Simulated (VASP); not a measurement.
# Cu in VASP: single point with PBEsol+D3(BJ)

Aim: the single point of Cu with PBEsol+D3(BJ).

All numbers are computed with VASP 6.6.1; they aren't measurements. Logs are shortened: lines on timing, memory, paths and dates and some standing lists are left out, and cuts for length are marked.

## Step 1: The cell of the first run

The cell holds a slab with vacuum, 4 atoms: a = 2.459 Å, b = 2.459 Å, c = 22.980 Å, α = 90.00°, β = 90.00°, γ = 120.00°.

## Step 2: Single point, PBEsol+D3(BJ)

Input file INCAR:

```
PREC = Accurate
ENCUT = 520
EDIFF = 1E-6
ISMEAR = 1
SIGMA = 0.1
LREAL = F
LASPH = T
NELM = 120
ALGO = Normal
ISIF = 2
LWAVE = F
LCHARG = F
LDIPOL = T
IDIPOL = 3
DIPOL = 0.5 0.5 0.437
GGA = PS
IVDW = 12
NBANDS = 30
GGA_COMPAT = F
NELMDL = -8
```

Input file KPOINTS:

```
regular mesh
0
Gamma
  24 24 1
```

Input file POSCAR:

```
Cu
1.0
    2.4585559957      0.0000000000      0.0000000000
   -1.2292779978      2.1291719489      0.0000000000
    0.0000000000      0.0000000000     22.9796200050
Cu
4
Direct
    0.0000000000      0.0000000000      0.3046177438
    0.6666666667      0.3333333333      0.3931826931
    0.3333333333      0.6666666667      0.4820020538
    1.0000000000      1.0000000000      0.5700485760
```

Potentials or basis: VASP PAW PBE potentials, release 64 (Cu).

Run with:

```console
cat potpaw_PBE.64/Cu/POTCAR > POTCAR
mpirun -np 1 vasp_std > vasp.out
```

OUTCAR:

```text
PREC = Accurate
   ENCUT = 520
   EDIFF = 1E-6
   ISMEAR = 1
   LREAL = F
   LASPH = T
   NELM = 120
   ISIF = 2
   GGA = PS
   IVDW = 12
   NELMDL = -8
 IVDW          = 12

 ion  position               nearest neighbor table
   1  0.000  0.000  0.305-   2 2.48   2 2.48   2 2.48
   2  0.667  0.333  0.393-   1 2.48   1 2.48   1 2.48   3 2.49   3 2.49   3 2.49
   3  0.333  0.667  0.482-   4 2.47   4 2.47   4 2.47   2 2.49   2 2.49   2 2.49
   4  0.000  0.000  0.570-   3 2.47   3 2.47   3 2.47

  LATTYP: Found a hexagonal cell.
 ALAT       =     2.4585559957
 C/A-ratio  =     9.3467954544

  Lattice vectors:

 A1 = (   2.4585559957,   0.0000000000,   0.0000000000)
 A2 = (  -1.2292779978,   2.1291719489,   0.0000000000)
 A3 = (   0.0000000000,   0.0000000000,  22.9796200050)

Analysis of symmetry for initial positions (statically):
=====================================================================
 Subroutine PRICEL returns:
 Original cell was already a primitive cell.

 Routine SETGRP: Setting up the symmetry group for a
 hexagonal supercell.

 Subroutine GETGRP returns: Found  6 space group operations
 (whereof  6 operations were pure point group operations)
 out of a pool of 24 trial point group operations.

The static configuration has the point symmetry C_3v.

Analysis of symmetry for dynamics (positions and initial velocities):
=====================================================================
 Subroutine PRICEL returns:
 Original cell was already a primitive cell.

 Routine SETGRP: Setting up the symmetry group for a
 hexagonal supercell.

 Subroutine GETGRP returns: Found  6 space group operations
 (whereof  6 operations were pure point group operations)
 out of a pool of 24 trial point group operations.

The dynamic configuration has the point symmetry C_3v.

 Subroutine INISYM returns: Found  6 space group operations
 (whereof  6 operations are pure point group operations),
 and found     1 'primitive' translations

----------------------------------------------------------------------------------------

                                     Primitive cell

  volume of cell :     120.2912

  direct lattice vectors                    reciprocal lattice vectors
     2.458555996  0.000000000  0.000000000     0.406742820  0.234833077  0.000000000
    -1.229277998  2.129171949  0.000000000     0.000000000  0.469666154  0.000000000
     0.000000000  0.000000000 22.979620005     0.000000000  0.000000000  0.043516821

  length of vectors
     2.458555996  2.458555996 22.979620005     0.469666154  0.469666154  0.043516821

  position of ions in fractional coordinates (direct lattice)
     0.000000000  0.000000000  0.304617744
     0.666666667  0.333333333  0.393182693
     0.333333333  0.666666667  0.482002054
     0.000000000  0.000000000  0.570048576

  ion indices of the primitive-cell ions
   primitive index   ion index
                 1           1
                 2           2
                 3           3
                 4           4

----------------------------------------------------------------------------------------

 KPOINTS: regular mesh

Automatic generation of k-mesh.
 Grid dimensions read from file:
 generate k-points for:   24   24    1

 Generating k-lattice:

  Cartesian coordinates                     Fractional coordinates (reciprocal lattice)
     0.016947618  0.009784712  0.000000000     0.041666667  0.000000000  0.000000000
     0.000000000  0.019569423  0.000000000     0.000000000  0.041666667  0.000000000
     0.000000000  0.000000000  0.043516821     0.000000000  0.000000000  1.000000000

  Length of vectors
     0.019569423  0.019569423  0.043516821

  Shift w.r.t. Gamma in fractional coordinates (k-lattice)
     0.000000000  0.000000000  0.000000000

 Subroutine IBZKPT returns following result:
 ===========================================

 Found     61 irreducible k-points:

 Following reciprocal coordinates:
            Coordinates               Weight
  0.000000  0.000000  0.000000      1.000000
  0.041667  0.000000  0.000000      6.000000
  0.083333  0.000000  0.000000      6.000000
  0.125000 -0.000000  0.000000      6.000000
  0.166667 -0.000000  0.000000      6.000000
  0.208333 -0.000000  0.000000      6.000000
[... 16 lines left out ...]
  0.416667  0.041667  0.000000     12.000000
  0.458333  0.041667  0.000000     12.000000
 [... further k-points ...]
   k-points           NKPTS =     61   k-points in BZ     NKDIM =     61   number of bands    NBANDS=     30
   number of dos      NEDOS =    301   number of ions     NIONS =      4
   total plane-waves  NPLWV =  58320
   dimension x,y,z NGX =    18 NGY =   18 NGZ =  180
   dimension x,y,z NGXF=    36 NGYF=   36 NGZF=  360
   ions per type =               4
   NGX,Y,Z   is equivalent  to a cutoff of  12.17, 12.17, 13.02 a.u.
   NGXF,Y,Z  is equivalent  to a cutoff of  24.34, 24.34, 26.04 a.u.
 SYSTEM =  unknown system
   PREC   = accura    normal or accurate (medium, high low for compatibility)
   ISTART =      0    job   : 0-new  1-cont  2-samecut
   ICHARG =      2    charge: 1-file 2-atom 10-const
   ISPIN  =      1    spin polarized calculation?
   LNONCOLLINEAR =      F non collinear calculations
   LSORBIT =      F    spin-orbit coupling
   LASPH  =      T    aspherical Exc in radial PAW
   ENCUT  =  520.0 eV  38.22 Ry    6.18 a.u.   4.57  4.57 42.73*2*pi/ulx,y,z
   NELM   =    120;   NELMIN=  2; NELMDL= -8     # of ELM steps
   EDIFF  = 0.1E-05   stopping-criterion for ELM
   LREAL  =      F    real-space projection
   EDIFFG = 0.1E-04   stopping-criterion for IOM
   NSW    =      0    number of steps for IOM
   IBRION =     -1    ionic relax: 0-MD 1-quasi-New 2-CG
   NFREE  =      0    steps in history (QN), initial steepest desc. (CG)
   ISIF   =      2    stress and relaxation
   ISYM   =      2    0-nonsym 1-usesym 2-fastsym
   POTIM  = 0.5000    time-step for ionic-motion
   TEBEG  =    0.0;   TEEND  =   0.0 temperature during run
   PSTRESS=    0.0 pullay stress
   NELECT =      44.0000    total number of electrons
   NUPDOWN=      -1.0000    fix difference up-down
   EMIN   =  10.00;   EMAX   =-10.00  energy-range for DOS
   EFERMI =   0.00;   METHOD = LEGACY
   ISMEAR =     1;   SIGMA  =   0.10  broadening in eV -4-tet -1-fermi 0-gaus
   EFERMI_NEDOS =   21; number of points for ismear=-14 and -15
   IALGO  =     38    algorithm
   IMIX   =      4    mixing-type and parameters
     AMIX     =   0.40;   BMIX     =  1.00
     AMIX_MAG =   1.60;   BMIX_MAG =  1.00
  volume/ion in A,a.u.               =      30.07       202.94
  Fermi-wavevector in a.u.,A,eV,Ry     =   1.170796  2.212483 18.650361  1.370763
  Thomas-Fermi vector in A             =   2.307249
   LORBIT       =      0    0 simple, 1 ext, 2 COOP (PROOUT), +10 PAW based schemes
   GGA     = PS    functional components
   LHFCALC =     F    Hartree Fock is set to
   AEXX    =    0.0000 exact exchange contribution
   IVDW    =    12    specifies the selected vdW correction
   LEPSILON=     F    determine dielectric tensor
   LRPA    =     F    only Hartree local field effects (RPA)
 non-spin polarized calculation
 Methfessel and Paxton  Order N= 1 SIGMA  =   0.10
  energy-cutoff  :      520.00
  volume of cell :      120.29
 maximum number of plane-waves:      3292
   NGX =  9   NGY =  9   NGZ = 85

 dipolmoment           0.000000      0.000000      0.000085 electrons x Angstroem

 number of electron      44.0000006 magnetization

 dipolmoment           0.000000      0.000000     -0.000177 electrons x Angstroem

 Free energy of the ion-electron system (eV)
  ---------------------------------------------------
  ext. energy  EPLUGINS =         0.00000000
  ---------------------------------------------------
  free energy    TOTEN  =       -16.10214622 eV

  energy without entropy =      -16.10157861  energy(sigma->0) =      -16.10195702

 E-fermi :  -0.1256     XC(G=0):  -5.6000

 val. band max:       -0.1259618428   @ k =   0.1667  -0.0000   0.0000
 cond. band min:      -0.1107975891   @ k =   0.3333   0.0417   0.0000
 fundamental gap:      0.0151642537
 Fermi energy:        -0.1255646621

 k-point     1 :       0.0000    0.0000    0.0000
  band No.  band energies     occupation
      1      -9.7574      2.00000
      2      -8.3754      2.00000
      3      -6.6155      2.00000
      4      -5.8038      2.00000
      5      -3.5602      2.00000
      6      -3.4424      2.00000
[... 22 lines left out ...]
     29       5.9546      0.00000
     30       7.6902      0.00000

 k-point     2 :       0.0417    0.0000    0.0000
  band No.  band energies     occupation
      1      -9.6969      2.00000
      2      -8.3175      2.00000
      3      -6.5619      2.00000
      4      -5.7594      2.00000
      5      -3.5735      2.00000
      6      -3.4800      2.00000
[... 22 lines left out ...]
     29       6.0018      0.00000
     30       7.7439      0.00000

 k-point     3 :       0.0833    0.0000    0.0000
  band No.  band energies     occupation
      1      -9.5166      2.00000
      2      -8.1459      2.00000
      3      -6.4045      2.00000
      4      -5.6301      2.00000
      5      -3.6286      2.00000
      6      -3.5588      2.00000
[... 22 lines left out ...]
     29       6.1448      0.00000
     30       7.9058      0.00000

 k-point     4 :       0.1250   -0.0000    0.0000
  band No.  band energies     occupation
      1      -9.2205      2.00000
      2      -7.8666      2.00000
      3      -6.1544      2.00000
      4      -5.4279      2.00000
      5      -3.7468      2.00000
      6      -3.6453      2.00000
[... 616 lines left out ...]
     29       9.4285      0.00000
     30       9.8747      0.00000

 k-point    23 :       0.4167    0.0417    0.0000
  band No.  band energies     occupation
      1      -5.5623      2.00000
      2      -5.3794      2.00000
      3      -4.9247      2.00000
      4      -4.8373      2.00000
      5      -4.6219      2.00000
      6      -4.2884      2.00000
[... 22 lines left out ...]
     29       9.5710      0.00000
     30      10.2997      0.00000

 k-point    24 :       0.4583    0.0417    0.0000
  band No.  band energies     occupation
      1      -5.4637      2.00000
      2      -5.3653      2.00000
      3      -4.9156      2.00000
      4      -4.8147      2.00000
      5      -4.6889      2.00000
      6      -4.3233      2.00000
[... 22 lines left out ...]
     29       9.2217      0.00000
     30      10.4187      0.00000

 [... further k-points ...]

------------------------ aborting loop because EDIFF is reached ----------------------------------------

 vacuum level on the upper side and lower side of the slab       (xc-potential included)        -0.149        -0.145

 Edisp (eV)   -1.59033

 E8    (eV) :    -1.0664

  FORCE on cell =-STRESS in cart. coord.  units (eV):
  Direction    XX          YY          ZZ          XY          YZ          ZX
  --------------------------------------------------------------------------------------
  -------------------------------------------------------------------------------------
  Total       0.31925     0.31925     0.59231     0.00000     0.00000    -0.00000
  in kB       4.25218     4.25218     7.88905     0.00000     0.00000    -0.00000
  external pressure =        5.46 kB  Pullay stress =        0.00 kB

 VOLUME and BASIS-vectors are now :
 -----------------------------------------------------------------------------
  energy-cutoff  :      520.00
  volume of cell :      120.29
      direct lattice vectors                 reciprocal lattice vectors
     2.458555996  0.000000000  0.000000000     0.406742820  0.234833077  0.000000000
    -1.229277998  2.129171949  0.000000000     0.000000000  0.469666154  0.000000000
     0.000000000  0.000000000 22.979620005     0.000000000  0.000000000  0.043516821

 POSITION                                       TOTAL-FORCE (eV/Angst)
 -----------------------------------------------------------------------------------
      0.00000      0.00000      7.00000        -0.000000     -0.000000     -0.100114
      1.22928      0.70972      9.03519         0.000000      0.000000      0.042779
     -0.00000      1.41945     11.07622        -0.000000      0.000000     -0.105985
      0.00000      0.00000     13.09950         0.000000      0.000000      0.163321
 -----------------------------------------------------------------------------------
    total drift:                                0.000000      0.000000     -0.000354

  FREE ENERGIE OF THE ION-ELECTRON SYSTEM (eV)
  ---------------------------------------------------
  free  energy   TOTEN  =       -17.6924800967 eV

  energy  without entropy=      -17.6919124911  energy(sigma->0) =      -17.69229089

 vacuum level on the upper side and lower side of the slab         4.784         4.787
```

Run time: 4.7 min. Hardware: 1 thread of Intel Xeon Platinum 8375C at 2.90GHz (Ice Lake), shared host; peak memory 0.33 GiB.

Results:

```
Free energy                : -17.6925 eV
Largest force              : 0.163 eV/Å
Band gap on the k mesh     : zero (band 22 reaches 3.98 eV, above the bottom of band 23 at -1.73 eV)
Dispersion energy per atom : -0.398 eV
```

Forces on the atoms (eV/Å):
```
Cu   0.000  0.000 -0.100
Cu   0.000  0.000  0.043
Cu   0.000  0.000 -0.106
Cu   0.000  0.000  0.163
```

Caveat: the PAW data sets were made with another functional, which shifts forces and pressure a little.
